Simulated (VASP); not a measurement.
A run of VASP 6.6.1 is set up as follows.

Contents of INCAR:

```
  PREC = Accurate
  ENCUT = 520
  EDIFF = 1E-6
  ISMEAR = 0
  SIGMA = 0.05
  LREAL = False
  LASPH = True
  NELM = 100
  ALGO = Normal
  ISIF = 2
  LWAVE = False
  LCHARG = False
  GGA = PE
  NBANDS = 16
```

The input KPOINTS:

```
Automatic mesh
0
Gamma
  9 9 6
```

The input POSCAR:

```
MgO
1.0
    3.3453000000      0.0000000000      0.0000000000
   -1.6726500000      2.8971147833      0.0000000000
    0.0000000000      0.0000000000      4.0274000000
Mg O
2 2
Direct
    0.6666666667      0.3333333333      0.7500000000
    0.3333333333      0.6666666667      0.2500000000
    0.6666666667      0.3333333333      0.2500000000
    0.3333333333      0.6666666667      0.7500000000
```

Potentials or basis: VASP PAW PBE potentials, release 64 (Mg, O).

Command:

```sh
$ cat potpaw_PBE.64/Mg/POTCAR potpaw_PBE.64/O/POTCAR > POTCAR
$ mpirun -np 1 vasp_std > vasp.out
```

Q: What does it give for the pressure?

A: 25.6 GPa.

Q: Predict the band gap on the k mesh.

A: 4.06 eV, direct.

Stress tensor (GPa, compression positive):
```
25.23  0.00  0.00
 0.00 25.23  0.00
 0.00  0.00 26.44
```
